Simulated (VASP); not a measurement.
# SnO2 (Cassiterite): single point with PBE

Crystal: SnO2 (Cassiterite).

```
Sn O
1.0
     4.82694    0.00000    0.00000
     0.00000    4.82694    0.00000
     0.00000    0.00000    3.23822
Sn O
2 4
Direct
  0.00000 0.00000 0.00000
  0.50000 0.50000 0.50000
  0.30657 0.30657 0.00000
  0.19343 0.80657 0.50000
  0.69343 0.69343 0.00000
  0.80657 0.19343 0.50000
```

```json
{
 "Program": "VASP 6.6.1",
 "Task": "single point",
 "Functional": "PBE",
 "Potentials or basis": "VASP PAW PBE potentials, release 64 (Sn_d, O)",
 "Cutoff": "520 eV",
 "k mesh": "6 × 6 × 8",
 "Occupations": "fermi-dirac, width 0.02 eV",
 "Spin": "no spin polarisation"
}
```

* Pressure: 0.6 GPa
* Largest force: 0.016 eV/Å
* Band gap on the k mesh: 0.67 eV, direct

Forces in eV/Å, atoms in the order of the input:
```
Sn   0.000  0.000  0.000
Sn   0.000  0.000  0.000
O   -0.011 -0.011  0.000
O    0.011 -0.011  0.000
O    0.011  0.011  0.000
O   -0.011  0.011  0.000
```

Stress tensor (GPa, compression positive):
```
0.54 0.00 0.00
0.00 0.54 0.00
0.00 0.00 0.81
```

Levels at points of the mesh, in eV from the valence-band top:
```tsv
k point	band 23	band 24	band 25	band 26	band 27	band 28	band 29	band 30
(0.00, 0.00, 0.00)	-1.26	-0.74	-0.74	0.00	0.67	5.69	6.06	6.06
(0.50, 0.00, 0.00)	-1.21	-1.21	-0.61	-0.61	3.88	3.88	6.81	6.81
(0.50, 0.50, 0.00)	-1.33	-1.33	-0.85	-0.85	4.27	4.27	7.15	7.15
(0.00, 0.00, 0.50)	-1.53	-1.53	-1.18	-1.18	5.59	5.59	9.36	9.36
(0.50, 0.00, 0.50)	-1.02	-1.02	-0.75	-0.75	5.85	5.85	7.61	7.61
(0.50, 0.50, 0.50)	-0.92	-0.92	-0.78	-0.78	4.35	4.35	8.61	8.61
```

Wall time 100 s on 1 thread of Intel(R) Xeon(R) Platinum 8259CL CPU @ 2.50GHz (Skylake/Cascade Lake), on a shared host, peak memory 0.24 GiB.

Caveat: spin-orbit coupling is left out, which moves the levels of the heavy elements. PBE gaps usually lie below the measured ones, often by a third to a half.
